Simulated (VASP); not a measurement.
Write the native input for VASP 6.6.1 that does the following.

```yaml
Task: single point
Functional: PBE
Potentials_or_basis: VASP PAW PBE potentials, release 64 (Hg, O, Sr_sv)
Cutoff: 520 eV
k_mesh: 7 × 7 × 6
Occupations: fermi-dirac, width 0.1 eV
Spin: no spin polarisation
Dipole_correction: no
Further_INCAR_settings: ALGO = Normal; EDIFF = 1e-07; NBANDS = 31
```

The structure of SrHg2O2 lies in POSCAR:

```
SrHg2O2
1.0
    2.3434586727      4.0589894865      0.0000000000
   -2.3434586727      4.0589894865      0.0000000000
    0.0000000000      0.0000000000      4.8720725325
Hg O Sr
2 2 1
Direct
    0.3333333333      0.3333333333      0.3781743475
    0.6666666667      0.6666666667      0.6218256525
    0.3333333333      0.3333333333      0.8896242920
    0.6666666667      0.6666666667      0.1103757080
    0.0000000000      0.0000000000      0.0000000000
```

These files were run (other wordings do the same):

INCAR

```
ALGO = Normal
EDIFF = 1E-7
ENCUT = 520
GGA = PE
ISIF = 2
ISMEAR = -1
LASPH = True
LCHARG = False
LREAL = False
LWAVE = False
NBANDS = 31
NELM = 100
PREC = Accurate
SIGMA = 0.1
```

KPOINTS

```
k-points
0
Gamma
  7 7 6
```

Potentials or basis: VASP PAW PBE potentials, release 64 (Hg, O, Sr_sv).

Command:

```console
$ cat potpaw_PBE.64/Hg/POTCAR potpaw_PBE.64/O/POTCAR potpaw_PBE.64/Sr_sv/POTCAR > POTCAR
$ mpirun -np 1 vasp_std > vasp.out
```

Results of the run:

| Property | Result |
| --- | --- |
| Pressure | 0.5 GPa |
| Largest force | 0.023 eV/Å |
| Band gap on the k mesh | zero (band 23 reaches 3.56 eV, above the bottom of band 24 at 1.91 eV) |

Caveat: spin-orbit coupling is left out, which moves the levels of the heavy elements.

Wall time 2.5 min on 1 thread of AMD EPYC 7R43 64-Core Processor (Zen 3), with other jobs on the host, peak memory 0.23 GiB.
